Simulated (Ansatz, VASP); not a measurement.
## Al in VASP and in Ansatz

```
Al
1.0
    -1.39757    1.59722    1.59722
     1.59722   -1.39757    1.59722
     1.59722    1.59722   -1.39757
Al
1
Cartesian
  0.0000 0.0000 0.0000
```

Alike in both runs: task single point; functional r2SCAN; k mesh 24 × 24 × 24; occupations gaussian, width 0.15 eV; no spin polarisation.

|  | VASP | Ansatz |
| --- | --- | --- |
| version | VASP 6.6.1 | Ansatz 0.2.0 |
| potentials or method | VASP PAW PBE potentials, release 64 (Al), cutoff 520 eV | scalar-relativistic, plane waves, PAW |
| valence electrons in the cell | 3 | 3 |

Ansatz gave:

| Property | Result |
| --- | --- |
| gap on the k mesh at the Fermi level (eV) | none |
| pressure (GPa) | 4.3 |
| traceless stress, the component that is largest in VASP (GPa) | -5.11 |

Question: Which values does VASP return?

Answer: gap on the k mesh at the Fermi level (eV): none; pressure (GPa): 4.0; traceless stress, the component that is largest in VASP (GPa): -5.09.

VASP's potentials were made for PBE, not for r2SCAN. A gap of «none» marks a metal or a gap that the smearing closes.
